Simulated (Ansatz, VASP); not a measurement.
# One calculation of BN, two programs

```
CELL_PARAMETERS angstrom
0.00000 3.49532 2.16609
1.25163 0.00000 2.16609
1.25163 3.49532 0.00000
ATOMIC_POSITIONS crystal
B 0.00005 0.00005 0.99995
N 0.77053 0.77053 0.22947
```

Alike in both runs: task single point; functional PBE; dispersion D3(BJ); k mesh 12 × 12 × 12; occupations gaussian, width 0.05 eV; no spin polarisation.

|  | VASP | Ansatz |
| --- | --- | --- |
| version | VASP 6.6.1 | Ansatz 0.2.0 |
| potentials or method | VASP PAW PBE potentials, release 64 (B, N), cutoff 600 eV | scalar-relativistic, plane waves, PAW |
| valence electrons in the cell | 8 | 8 |

Ansatz gave:

| Property | Result |
| --- | --- |
| gap on the k mesh at the Fermi level (eV) | 2.66 |
| least direct gap on the mesh (eV) | 4.07 |
| rms of the force components (eV/Å) | 29.952 |

Problem. What did VASP give for the same quantities?

Solution. gap on the k mesh at the Fermi level (eV): 2.63; least direct gap on the mesh (eV): 4.06; rms of the force components (eV/Å): 31.054.

Atom by atom the forces differ by 1.102 eV/Å (rms over components).
